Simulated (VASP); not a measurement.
InP: relaxation of the atoms with PBE

The system is InP.

```
In P
1.0
     0.00000    2.87445    2.87445
     2.87445    0.00000    2.87445
     2.87445    2.87445    0.00000
In P
1 1
Direct
  0.00000 0.00000 0.00000
  0.25000 0.25000 0.25000
```

```
Program                : VASP 6.6.1
Task                   : relaxation of the atoms
Functional             : PBE
Potentials or basis    : VASP PAW PBE potentials, release 64 (In_d, P)
Cutoff                 : 520 eV
k mesh                 : 13 × 13 × 13
Occupations            : fermi-dirac, width 0.02 eV
Spin                   : no spin polarisation
Dipole correction      : no
Further INCAR settings : ALGO = Normal; EDIFF = 1e-07; IBRION = 2; EDIFFG = -0.02; NSW = 80
```

```
Pressure after relaxing : 8.2 GPa
Band gap on the k mesh  : 1.03 eV
```

Final structure:
```yaml
crystal:
  lattice:
    - [0.00000, 2.87445, 2.87445]
    - [2.87445, 0.00000, 2.87445]
    - [2.87445, 2.87445, 0.00000]
  atoms:
    - { symbol: In, position: [0.00000, 0.00000, 0.00000] }
    - { symbol: P, position: [0.25000, 0.25000, 0.25000] }
```

Levels at points of the mesh, in eV from the valence-band top:
| k point | band 7 | band 8 | band 9 | band 10 | band 11 | band 12 |
| --- | --- | --- | --- | --- | --- | --- |
| (0.00, 0.00, 0.00) | 0.00 | 0.00 | 0.00 | 1.03 | 4.08 | 4.08 |

Run time: 77 s on 1 thread of Intel Xeon 8259CL, with other jobs on the host, peak memory 0.21 GiB.

Caveat: the relaxation stopped at its first step, so nothing moved; spin-orbit coupling is left out, which moves the levels of the heavy elements.
